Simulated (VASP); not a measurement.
# Al6GeH2N6 in VASP: notebook

Al6GeH2N6 is run at these levels: PBEsol; tasks: single point.

Program: VASP 6.6.1. These are calculated values, not measurements. Logs are shortened: lines on timing, memory, paths and dates and some standing lists are left out, and cuts for length are marked.

**1. The cell of the first run**

The cell holds a slab with vacuum, 15 atoms: a = 5.446 Å, b = 5.945 Å, c = 16.324 Å, α = 90.00°, β = 90.00°, γ = 117.26°.

**2. Single point, PBEsol**

The input, INCAR:

```
  PREC = Accurate
  ENCUT = 520
  EDIFF = 1E-6
  ISMEAR = 0
  SIGMA = 0.05
  LREAL = Auto
  LASPH = True
  NELM = 80
  ALGO = Normal
  ISIF = 2
  LWAVE = False
  LCHARG = False
  GGA = PS
  NBANDS = 45
```

The input, KPOINTS:

```
regular mesh
0
Gamma
  2 2 1
```

The input, POSCAR:

```
Al6GeH2N6
1.0
    5.4455680000      0.0000000000      0.0000000000
   -2.7227840000      5.2851960000      0.0000000000
    0.0000000000      0.0000000000     16.3239630000
Al N Ge H
6 6 1 2
Direct
    0.6666667279      0.0000000000      0.0612596341
    0.1893590015      0.5238797199      0.0933191284
    0.2646081328      0.0701005223      0.1226789108
    0.7028128661      0.5890897897      0.1724252867
    0.8243054256      0.1791490798      0.2335944403
    0.2860188473      0.7309952176      0.2504624643
    0.5537483458      0.6627063594      0.0804685112
    0.9996548196      0.1894881476      0.1217791292
    0.0874647552      0.7259842398      0.1543035842
    0.5325298963      0.2353560776      0.1993813635
    0.6622424595      0.8102829110      0.2609600377
    0.0009368874      0.4766029491      0.3056254783
    0.7537291809      0.6281833257      0.3499425967
    1.0288035743      0.6240531099      0.3878067477
    0.4714019438      0.3927224269      0.3643796546
```

Potentials or basis: VASP PAW PBE potentials, release 64 (Al, N, Ge_d, H).

Command:

```sh
> cat potpaw_PBE.64/Al/POTCAR potpaw_PBE.64/N/POTCAR potpaw_PBE.64/Ge_d/POTCAR potpaw_PBE.64/H/POTCAR > POTCAR
> mpirun -np 1 vasp_std > vasp.out
```

OUTCAR:

```text
PREC = Accurate
   ENCUT = 520
   EDIFF = 1E-6
   ISMEAR = 0
   LREAL = Auto
   LASPH = True
   NELM = 80
   ISIF = 2
   GGA = PS

 ion  position               nearest neighbor table
   1  0.667  0.000  0.061-   7 1.84   8 1.91   3 2.61   2 2.88   5 2.99   4 3.12   2 3.16   3 3.25

   2  0.189  0.524  0.093-   7 1.78   9 1.83   8 1.83   6 2.79   1 2.88   4 2.94   3 2.95   5 3.11
                             3 3.12   4 3.13   1 3.16
   3  0.265  0.070  0.123-  10 1.83   8 1.88   9 1.89   1 2.61   6 2.94   2 2.95   4 3.02   2 3.12
                             4 3.19   1 3.25   5 3.30   5 3.34
   4  0.703  0.589  0.172-   7 1.85   9 1.89  10 1.92  11 2.03  13 2.91   2 2.94   5 2.98   3 3.02
                             6 3.04   1 3.12   2 3.13   6 3.16   3 3.19
   5  0.824  0.179  0.234-  10 1.85  12 1.97  11 2.00   8 2.05   6 2.93   4 2.98   1 2.99   6 3.10
                             2 3.11   3 3.30   3 3.34
   6  0.286  0.731  0.250-  12 1.83  11 1.89   9 1.90   2 2.79   5 2.93   3 2.94   4 3.04   5 3.10
                            13 3.13   4 3.16
   7  0.554  0.663  0.080-   2 1.78   1 1.84   4 1.85
   8  1.000  0.189  0.122-   2 1.83   3 1.88   1 1.91   5 2.05
   9  0.087  0.726  0.154-   2 1.83   3 1.89   4 1.89   6 1.90
  10  0.533  0.235  0.199-   3 1.83   5 1.85   4 1.92
  11  0.662  0.810  0.261-   6 1.89   5 2.00  13 2.01   4 2.03
  12  0.001  0.477  0.306-   6 1.83   5 1.97  13 2.06
  13  0.754  0.628  0.350-  15 1.55  14 1.63  11 2.01  12 2.06   4 2.91   6 3.13
  14  0.029  0.624  0.388-  13 1.63
  15  0.471  0.393  0.364-  13 1.55

  LATTYP: Found a base centered orthorhombic cell.
 ALAT       =     5.4455680000
 B/A-ratio  =     1.9410999918
 C/A-ratio  =     2.9976602992

  Lattice vectors:

 A1 = (   2.7227840000,  -5.2851960000,   0.0000000000)
 A2 = (   2.7227840000,   5.2851960000,   0.0000000000)
 A3 = (   0.0000000000,   0.0000000000,  16.3239630000)

Analysis of symmetry for initial positions (statically):
=====================================================================
 Subroutine PRICEL returns:
 Original cell was already a primitive cell.

 Routine SETGRP: Setting up the symmetry group for a
 base centered orthorhombic supercell.

 Subroutine GETGRP returns: Found  1 space group operations
 (whereof  1 operations were pure point group operations)
 out of a pool of  8 trial point group operations.

The static configuration has the point symmetry C_1 .

Analysis of symmetry for dynamics (positions and initial velocities):
=====================================================================
 Subroutine PRICEL returns:
 Original cell was already a primitive cell.

 Routine SETGRP: Setting up the symmetry group for a
 base centered orthorhombic supercell.

 Subroutine GETGRP returns: Found  1 space group operations
 (whereof  1 operations were pure point group operations)
 out of a pool of  8 trial point group operations.

The dynamic configuration has the point symmetry C_1 .

 Subroutine INISYM returns: Found  1 space group operations
 (whereof  1 operations are pure point group operations),
 and found     1 'primitive' translations

----------------------------------------------------------------------------------------

                                     Primitive cell

  volume of cell :     469.8183

  direct lattice vectors                    reciprocal lattice vectors
     5.445568000  0.000000000  0.000000000     0.183635573  0.094603871  0.000000000
    -2.722784000  5.285196000  0.000000000     0.000000000  0.189207742  0.000000000
     0.000000000  0.000000000 16.323963000     0.000000000  0.000000000  0.061259634

  length of vectors
     5.445568000  5.945321646 16.323963000     0.206571818  0.189207742  0.061259634

  position of ions in fractional coordinates (direct lattice)
     0.666666728  0.000000000  0.061259634
     0.189359002  0.523879720  0.093319128
     0.264608133  0.070100522  0.122678911
     0.702812866  0.589089790  0.172425287
[... 31 lines left out ...]

 KPOINTS: regular mesh

Automatic generation of k-mesh.
 Grid dimensions read from file:
 generate k-points for:    2    2    1

 Generating k-lattice:

  Cartesian coordinates                     Fractional coordinates (reciprocal lattice)
     0.091817787  0.047301935  0.000000000     0.500000000 -0.000000000  0.000000000
     0.000000000  0.094603871  0.000000000     0.000000000  0.500000000  0.000000000
     0.000000000  0.000000000  0.061259634     0.000000000  0.000000000  1.000000000

  Length of vectors
     0.103285909  0.094603871  0.061259634

  Shift w.r.t. Gamma in fractional coordinates (k-lattice)
     0.000000000  0.000000000  0.000000000

 Subroutine IBZKPT returns following result:
 ===========================================

 Found      4 irreducible k-points:

 Following reciprocal coordinates:
            Coordinates               Weight
  0.000000  0.000000  0.000000      1.000000
  0.500000 -0.000000  0.000000      1.000000
  0.500000  0.500000  0.000000      1.000000
  0.000000  0.500000  0.000000      1.000000
   k-points           NKPTS =      4   k-points in BZ     NKDIM =      4   number of bands    NBANDS=     45
   number of dos      NEDOS =    301   number of ions     NIONS =     15
   total plane-waves  NPLWV = 254016
   dimension x,y,z NGX =    42 NGY =   48 NGZ =  126
   dimension x,y,z NGXF=    84 NGYF=   96 NGZF=  252
   ions per type =               6   6   1   2
   NGX,Y,Z   is equivalent  to a cutoff of  12.82, 13.42, 12.83 a.u.
   NGXF,Y,Z  is equivalent  to a cutoff of  25.64, 26.84, 25.66 a.u.
 SYSTEM =  unknown system
   PREC   = accura    normal or accurate (medium, high low for compatibility)
   ISTART =      0    job   : 0-new  1-cont  2-samecut
   ICHARG =      2    charge: 1-file 2-atom 10-const
   ISPIN  =      1    spin polarized calculation?
   LNONCOLLINEAR =      F non collinear calculations
   LSORBIT =      F    spin-orbit coupling
   LASPH  =      T    aspherical Exc in radial PAW
   ENCUT  =  520.0 eV  38.22 Ry    6.18 a.u.  10.13 11.05 30.35*2*pi/ulx,y,z
   NELM   =     80;   NELMIN=  2; NELMDL= -5     # of ELM steps
   EDIFF  = 0.1E-05   stopping-criterion for ELM
   LREAL  =      T    real-space projection
   EDIFFG = 0.1E-04   stopping-criterion for IOM
   NSW    =      0    number of steps for IOM
   IBRION =     -1    ionic relax: 0-MD 1-quasi-New 2-CG
   NFREE  =      0    steps in history (QN), initial steepest desc. (CG)
   ISIF   =      2    stress and relaxation
   ISYM   =      2    0-nonsym 1-usesym 2-fastsym
   POTIM  = 0.5000    time-step for ionic-motion
   TEBEG  =    0.0;   TEEND  =   0.0 temperature during run
   PSTRESS=    0.0 pullay stress
   NELECT =      64.0000    total number of electrons
   NUPDOWN=      -1.0000    fix difference up-down
   EMIN   =  10.00;   EMAX   =-10.00  energy-range for DOS
   EFERMI =   0.00;   METHOD = LEGACY
   ISMEAR =     0;   SIGMA  =   0.05  broadening in eV -4-tet -1-fermi 0-gaus
   EFERMI_NEDOS =   21; number of points for ismear=-14 and -15
   IALGO  =     38    algorithm
   IMIX   =      4    mixing-type and parameters
     AMIX     =   0.40;   BMIX     =  1.00
     AMIX_MAG =   1.60;   BMIX_MAG =  1.00
  volume/ion in A,a.u.               =      31.32       211.37
  Fermi-wavevector in a.u.,A,eV,Ry     =   0.842348  1.591807  9.654015  0.709550
  Thomas-Fermi vector in A             =   1.957040
   LORBIT       =      0    0 simple, 1 ext, 2 COOP (PROOUT), +10 PAW based schemes
   GGA     = PS    functional components
   LHFCALC =     F    Hartree Fock is set to
   AEXX    =    0.0000 exact exchange contribution
   IVDW    =     0    specifies the selected vdW correction
   LEPSILON=     F    determine dielectric tensor
   LRPA    =     F    only Hartree local field effects (RPA)
 non-spin polarized calculation
 Gauss-broadening in eV      SIGMA  =   0.05
  energy-cutoff  :      520.00
  volume of cell :      469.82
 maximum number of plane-waves:     12686
 NGX is ok and might be reduce to    42
   NGX = 21   NGY = 23   NGZ = 61

 number of electron      64.0000005 magnetization

 Free energy of the ion-electron system (eV)
  ---------------------------------------------------
  ext. energy  EPLUGINS =         0.00000000
  ---------------------------------------------------
  free energy    TOTEN  =       -93.31250838 eV

  energy without entropy =      -93.31250838  energy(sigma->0) =      -93.31250838

 E-fermi :  -0.3909     XC(G=0):  -4.7682

 val. band max:       -0.6610622867   @ k =   0.5000   0.5000   0.0000
 cond. band min:       0.7913372180   @ k =   0.5000  -0.0000   0.0000
 fundamental gap:      1.4523995046
 Fermi energy:        -0.3908758375

 k-point     1 :       0.0000    0.0000    0.0000
  band No.  band energies     occupation
      1     -25.0864      2.00000
      2     -25.0616      2.00000
      3     -24.9851      2.00000
      4     -24.9779      2.00000
      5     -24.9217      2.00000
      6     -16.9179      2.00000
[... 177 lines left out ...]
     43       4.6782      0.00000
     44       4.9555      0.00000
 [bands above 44 left out]

------------------------ aborting loop because EDIFF is reached ----------------------------------------

  FORCE on cell =-STRESS in cart. coord.  units (eV):
  Direction    XX          YY          ZZ          XY          YZ          ZX
  --------------------------------------------------------------------------------------
  -------------------------------------------------------------------------------------
  Total       -1.3170776     -8.7430308     -0.0393742      2.4615968      0.0069088      0.0195303
  in kB       -4.4915066    -29.8155418     -0.1342743      8.3945538      0.0235604      0.0666024
  external PRESSURE =     -11.4804409 kB  Pullay stress =       0.0000000 kB

 VOLUME and BASIS-vectors are now :
 -----------------------------------------------------------------------------
  energy-cutoff  :      520.00
  volume of cell :      469.82
      direct lattice vectors                 reciprocal lattice vectors
     5.445568000  0.000000000  0.000000000     0.183635573  0.094603871  0.000000000
    -2.722784000  5.285196000  0.000000000     0.000000000  0.189207742  0.000000000
     0.000000000  0.000000000 16.323963000     0.000000000  0.000000000  0.061259634

 POSITION                                       TOTAL-FORCE (eV/Angst)
 -----------------------------------------------------------------------------------
      3.63038      0.00000      1.00000         0.000874      0.016274     -0.002982
     -0.39524      2.76881      1.52334        -0.016049     -0.014154      0.003907
      1.25007      0.37050      2.00261        -0.011465     -0.009141     -0.002449
      2.22325      3.11346      2.81466         0.003446      0.006903      0.003263
      4.00103      0.94684      3.81319         0.015452     -0.005244      0.001903
     -0.43281      3.86345      4.08854         0.008242      0.014842     -0.010071
      1.21107      3.50253      1.31356         0.018643     -0.004518     -0.013369
      4.92775      1.00148      1.98792        -0.003459     -0.006293     -0.001997
     -1.50040      3.83697      2.51885        -0.013676      0.002924     -0.004970
      2.25910      1.24390      3.25469        -0.004138      0.007147      0.006234
      1.40006      4.28250      4.25990         0.013819     -0.001720      0.003843
     -1.29259      2.51894      4.98902        -0.005652     -0.016799      0.005638
      2.39408      3.32007      5.71245        -0.001190     -0.014320      0.013460
     -1.54231      3.29824      6.33054        -0.015471      0.005406      0.000896
      1.49775      2.07561      5.94812         0.010625      0.018692     -0.003305
 -----------------------------------------------------------------------------------
    total drift:                                0.002703     -0.007626      0.000087

  FREE ENERGIE OF THE ION-ELECTRON SYSTEM (eV)
  ---------------------------------------------------
  free  energy   TOTEN  =       -93.3125083813 eV

  energy  without entropy=      -93.3125083813  energy(sigma->0) =      -93.31250838
```

It took 6.8 min on 1 thread of AMD EPYC 7R13, shared host; peak memory 0.54 GiB.

Results:

| Item | Value |
| --- | --- |
| Free energy | -93.3125 eV |
| Largest force | 0.023 eV/Å |
| Band gap on the k mesh | 1.45 eV (least direct gap 1.57 eV) |

Forces in eV/Å, atoms in the order of the input:
```
Al   0.001  0.016 -0.003
Al  -0.016 -0.014  0.004
Al  -0.011 -0.009 -0.002
Al   0.003  0.007  0.003
Al   0.015 -0.005  0.002
Al   0.008  0.015 -0.010
N    0.019 -0.005 -0.013
N   -0.003 -0.006 -0.002
N   -0.014  0.003 -0.005
N   -0.004  0.007  0.006
N    0.014 -0.002  0.004
N   -0.006 -0.017  0.006
Ge  -0.001 -0.014  0.013
H   -0.015  0.005  0.001
H    0.011  0.019 -0.003
```

Caveat: the k points lie up to 0.65 Å⁻¹ apart; the PAW data sets were made with another functional, which shifts forces and pressure a little.

(Part 1 of 2 ends here.)
